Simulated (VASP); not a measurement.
The system is Cd.

```
CELL_PARAMETERS angstrom
-1.75401 1.75401 1.75401
1.75401 -1.75401 1.75401
1.75401 1.75401 -1.75401
ATOMIC_POSITIONS crystal
Cd 0.00000 0.00000 0.00000
```

```yaml
Program: VASP 6.6.1
Task: relaxation of cell and atoms
Functional: BLYP
Potentials_or_basis: VASP PAW PBE potentials, release 64 (Cd)
Cutoff: 600 eV
k_mesh: 13 × 13 × 13
Occupations: fermi-dirac, width 0.1 eV
Spin: no spin polarisation
```

At the start: pressure 9.2 GPa; volume 21.59 Å³/atom.

**Question.** Where does the relaxation end?

**Answer.** Over 5 steps the energy falls by 132.2 meV/atom and the volume is 28.74 Å³/atom (+33.2 %); space group Im-3m (No. 229, to 0.05 Å).

The path:
```tsv
step	energy change (eV)	largest force (eV/Å)	pressure (GPa)	volume (Å³)
1	0.0000	0.0000	9.24	21.59
2	-0.1191	0.0000	1.61	25.71
3	-0.1278	0.0000	0.80	26.87
4	-0.1318	0.0000	-0.21	29.30
5	-0.1322	0.0000	-0.01	28.74
```

Final structure:
```xyz
1
Lattice="-1.9297 1.9297 1.9297 1.9297 -1.9297 1.9297 1.9297 1.9297 -1.9297" Properties=species:S:1:pos:R:3 pbc="T T T"
Cd    0.0000    0.0000    0.0000
```

Caveat: the volume moved by over 15 % at a fixed basis, so the end points are rough; the PAW data sets were made with another functional, which shifts forces and pressure a little.
